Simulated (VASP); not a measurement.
# Be (P-1) in VASP: notebook

Runs on Be. Level: PBEsol. Tasks: single point.

Program: VASP 6.6.1. These are calculated values, not measurements. Logs are shortened: lines on timing, memory, paths and dates and some standing lists are left out, and cuts for length are marked.

## Step 1: The cell of the first run

The typed cell holds 1 atom: a = 2.055 Å, b = 2.140 Å, c = 2.215 Å, α = 112.76°, β = 106.76°, γ = 106.14°.

## Step 2: Single point, PBEsol

Input file INCAR:

```
SYSTEM = Be
  PREC = Accurate
  ENCUT = 520
  EDIFF = 1E-6
  ISMEAR = 0
  SIGMA = 0.15
  LREAL = .False.
  LASPH = .True.
  NELM = 100
  ALGO = Fast
  ISIF = 2
  LWAVE = .False.
  LCHARG = .False.
  GGA = PS
  NBANDS = 7
```

Input file KPOINTS:

```
regular mesh
0
Gamma
  18 18 18
  0 0 0
```

Input file POSCAR:

```
Be
1.0
   -1.1286825917      1.2050323879      1.2242430013
    1.1721965538     -1.2343914688      1.2971160443
    1.2370906683      1.3427995454     -1.2536020822
Be
1
Direct
    0.0000000000      0.0000000000      0.0000000000
```

Potentials or basis: VASP PAW PBE potentials, release 64 (Be).

Command:

```sh
cat potpaw_PBE.64/Be/POTCAR > POTCAR
mpirun -np 1 vasp_std > vasp.out
```

OUTCAR:

```text
SYSTEM = Be
   PREC = Accurate
   ENCUT = 520
   EDIFF = 1E-6
   ISMEAR = 0
   LREAL = .False.
   LASPH = .True.
   NELM = 100
   ISIF = 2
   GGA = PS

 ion  position               nearest neighbor table
   1  0.000  0.000  0.000-

  LATTYP: Found a triclinic cell.
 ALAT       =     5.6155447298
 B/A-ratio  =     0.3943924516
 C/A-ratio  =     0.6321375354
 COS(alpha) =     0.0095201344
 COS(beta)  =     0.3137455616
 COS(gamma) =     0.9362085596

  Lattice vectors:

 A1 = (   1.3019847828,   3.9199905596,  -3.8043202087)
 A2 = (   1.2370906683,   1.3427995454,  -1.2536020822)
 A3 = (  -2.4528011842,  -0.0790489957,  -2.5648730077)

Analysis of symmetry for initial positions (statically):
=====================================================================
 Subroutine PRICEL returns:
 Original cell was already a primitive cell.

 Routine SETGRP: Setting up the symmetry group for a
 triclinic supercell.

 Subroutine GETGRP returns: Found  2 space group operations
 (whereof  2 operations were pure point group operations)
 out of a pool of  2 trial point group operations.

The static configuration has the point symmetry S_2 .

Analysis of symmetry for dynamics (positions and initial velocities):
=====================================================================
 Subroutine PRICEL returns:
 Original cell was already a primitive cell.

 Routine SETGRP: Setting up the symmetry group for a
 triclinic supercell.

 Subroutine GETGRP returns: Found  2 space group operations
 (whereof  2 operations were pure point group operations)
 out of a pool of  2 trial point group operations.

The dynamic configuration has the point symmetry S_2 .

 Subroutine INISYM returns: Found  2 space group operations
 (whereof  2 operations are pure point group operations),
 and found     1 'primitive' translations

----------------------------------------------------------------------------------------

                                     Primitive cell

  volume of cell :       7.7202

  direct lattice vectors                    reciprocal lattice vectors
    -1.128682592  1.205032388  1.224243001    -0.025171692  0.398190254  0.401682506
     1.172196554 -1.234391469  1.297116044     0.408607808 -0.012898685  0.389409499
     1.237090668  1.342799545 -1.253602082     0.398208876  0.375518314 -0.002499752

  length of vectors
     2.055431433  2.140158193  2.214728453     0.566160691  0.564594080  0.547348665

  position of ions in fractional coordinates (direct lattice)
     0.000000000  0.000000000  0.000000000

[... 73 lines left out ...]
   ENCUT  =  520.0 eV  38.22 Ry    6.18 a.u.   3.82  3.98  4.12*2*pi/ulx,y,z
   NELM   =    100;   NELMIN=  2; NELMDL= -5     # of ELM steps
   EDIFF  = 0.1E-05   stopping-criterion for ELM
   LREAL  =      F    real-space projection
   EDIFFG = 0.1E-04   stopping-criterion for IOM
   NSW    =      0    number of steps for IOM
   IBRION =     -1    ionic relax: 0-MD 1-quasi-New 2-CG
   NFREE  =      0    steps in history (QN), initial steepest desc. (CG)
   ISIF   =      2    stress and relaxation
   ISYM   =      2    0-nonsym 1-usesym 2-fastsym
   POTIM  = 0.5000    time-step for ionic-motion
   TEBEG  =    0.0;   TEEND  =   0.0 temperature during run
   PSTRESS=    0.0 pullay stress
   NELECT =       2.0000    total number of electrons
   NUPDOWN=      -1.0000    fix difference up-down
   EMIN   =  10.00;   EMAX   =-10.00  energy-range for DOS
   EFERMI =   0.00;   METHOD = LEGACY
   ISMEAR =     0;   SIGMA  =   0.15  broadening in eV -4-tet -1-fermi 0-gaus
   EFERMI_NEDOS =   21; number of points for ismear=-14 and -15
   IALGO  =     68    algorithm
   IMIX   =      4    mixing-type and parameters
     AMIX     =   0.40;   BMIX     =  1.00
     AMIX_MAG =   1.60;   BMIX_MAG =  1.00
  volume/ion in A,a.u.               =       7.72        52.10
  Fermi-wavevector in a.u.,A,eV,Ry     =   1.043618  1.972152 14.818626  1.089138
  Thomas-Fermi vector in A             =   2.178335
   LORBIT       =      0    0 simple, 1 ext, 2 COOP (PROOUT), +10 PAW based schemes
   GGA     = PS    functional components
   LHFCALC =     F    Hartree Fock is set to
   AEXX    =    0.0000 exact exchange contribution
   IVDW    =     0    specifies the selected vdW correction
   LEPSILON=     F    determine dielectric tensor
   LRPA    =     F    only Hartree local field effects (RPA)
 non-spin polarized calculation
 RMM-DIIS sequential band-by-band and
 Gauss-broadening in eV      SIGMA  =   0.15
  energy-cutoff  :      520.00
  volume of cell :        7.72
 maximum number of plane-waves:       219
   NGX =  7   NGY =  7   NGZ =  9

 number of electron       2.0000000 magnetization

 Free energy of the ion-electron system (eV)
  ---------------------------------------------------
  ext. energy  EPLUGINS =         0.00000000
  ---------------------------------------------------
  free energy    TOTEN  =        -3.84801106 eV

  energy without entropy =       -3.84572612  energy(sigma->0) =       -3.84686859

 E-fermi :   7.8735     XC(G=0): -10.6903

 val. band max:        7.8678693524   @ k =  -0.0556   0.1111   0.4444
 cond. band min:       7.8760073703   @ k =  -0.0556   0.2222   0.3889
 fundamental gap:      0.0081380179
 Fermi energy:         7.8735474702

 k-point     1 :       0.0000    0.0000    0.0000
  band No.  band energies     occupation
      1      -4.2599      2.00000
      2      26.2971      0.00000
      3      27.1782      0.00000
      4      29.1598      0.00000
      5      37.2405      0.00000
      6      37.6090      0.00000
      7      39.5451      0.00000
[... 221 lines left out ...]
 k-point    24 :      -0.2778    0.0556    0.0000
  band No.  band energies     occupation
      1      -1.9377      2.00000
      2      18.0141      0.00000
      3      23.3273      0.00000
      4      26.0677      0.00000
      5      32.5199      0.00000
      6      34.0365      0.00000
      7      38.7669      0.00000

 [... further k-points ...]
[... 5 lines left out ...]
  --------------------------------------------------------------------------------------
  -------------------------------------------------------------------------------------
  Total        0.3638125      0.0924105     -0.0575978     -0.7869055      0.2781356     -0.4212959
  in kB       75.5019682     19.1779455    -11.9532670   -163.3064108     57.7214411    -87.4314842
  external PRESSURE =      27.5755489 kB  Pullay stress =       0.0000000 kB

 VOLUME and BASIS-vectors are now :
 -----------------------------------------------------------------------------
  energy-cutoff  :      520.00
  volume of cell :        7.72
      direct lattice vectors                 reciprocal lattice vectors
    -1.128682592  1.205032388  1.224243001    -0.025171692  0.398190254  0.401682506
     1.172196554 -1.234391469  1.297116044     0.408607808 -0.012898685  0.389409499
     1.237090668  1.342799545 -1.253602082     0.398208876  0.375518314 -0.002499752

 POSITION                                       TOTAL-FORCE (eV/Angst)
 -----------------------------------------------------------------------------------
      0.00000      0.00000      0.00000        -0.000000      0.000000      0.000000
 -----------------------------------------------------------------------------------
    total drift:                                0.000000      0.000000     -0.000000

  FREE ENERGIE OF THE ION-ELECTRON SYSTEM (eV)
  ---------------------------------------------------
  free  energy   TOTEN  =        -3.8480110624 eV

  energy  without entropy=       -3.8457261226  energy(sigma->0) =       -3.84686859
```

OSZICAR:

```text
N       E                     dE             d eps       ncg     rms          rms(c)
DAV:   1    -0.257186291723E+01   -0.25719E+01   -0.11510E+03 44457   0.235E+02
DAV:   2    -0.386030288763E+01   -0.12884E+01   -0.12216E+01 56763   0.258E+01
DAV:   3    -0.386231232700E+01   -0.20094E-02   -0.20091E-02 46291   0.895E-01
DAV:   4    -0.386231264379E+01   -0.31679E-06   -0.31715E-06 60487   0.115E-02
DAV:   5    -0.386231264367E+01    0.12982E-09   -0.57627E-10 46767   0.652E-05    0.837E-01
RMM:   6    -0.385204738162E+01    0.10265E-01   -0.73136E-04 40882   0.304E-01    0.511E-01
RMM:   7    -0.384801232533E+01    0.40351E-02   -0.84260E-04 41910   0.306E-01    0.106E-02
RMM:   8    -0.384801038096E+01    0.19444E-05   -0.31867E-05 44454   0.460E-02    0.342E-03
RMM:   9    -0.384801106237E+01   -0.68141E-06   -0.12774E-06 46311   0.943E-03
   1 F= -.38480111E+01 E0= -.38468686E+01  d E =-.228494E-02
```

Wall time 67 s (1 thread of AMD EPYC 9R45 (Zen 5), shared host); peak memory 0.21 GiB.

What came out:

| Item | Value |
| --- | --- |
| Free energy | -3.8480 eV |
| Pressure | 2.8 GPa |
| Band gap on the k mesh | zero (band 1 reaches 11.03 eV, above the bottom of band 2 at 6.29 eV) |

Caveat: the cell differs from its parent crystal (cell sheared at random, sigma 0.06, atoms nudged by 0.01 Å, then relaxed in part); the PAW data sets were made with another functional, which shifts forces and pressure a little.

## Step 3: Single point, PBEsol

Input file INCAR:

```
SYSTEM = Be
ALGO = Fast ; EDIFF = 1E-7
ENCUT = 520 ; GGA = PS
ISIF = 2 ; ISMEAR = 0
LASPH = .TRUE. ; LCHARG = .FALSE.
LREAL = .FALSE. ; LWAVE = .FALSE.
NBANDS = 7 ; NELM = 100
PREC = Accurate ; SIGMA = 0.15
```

Input file KPOINTS:

```
Automatic mesh
0
Gamma
  18 18 18
  0.5 0.5 0.5
```

POSCAR is that of step 2.

Potentials or basis: VASP PAW PBE potentials, release 64 (Be).

Command:

```sh
cat potpaw_PBE.64/Be/POTCAR > POTCAR
mpirun -np 1 vasp_std > vasp.out
```

Wall time 89 s (1 thread of AMD EPYC 9R45 (Zen 5), shared host); peak memory 0.21 GiB.

The run converged. Its results:

* Free energy: -3.8479 eV
* Pressure: 2.7 GPa
* Band gap on the k mesh: zero (band 1 reaches 11.06 eV, above the bottom of band 2 at 6.56 eV)

Stress tensor (GPa, compression positive):
```
  7.58 -16.99  -8.58
-16.99   1.90   5.62
 -8.58   5.62  -1.29
```

Levels at points of the mesh, in eV from the Fermi level:
| k point | band 1 | band 2 | band 3 | band 4 |
| --- | --- | --- | --- | --- |
| (0.03, 0.03, 0.03) | -11.97 | 17.70 | 18.89 | 20.51 |

Caveat: the PAW data sets were made with another functional, which shifts forces and pressure a little.
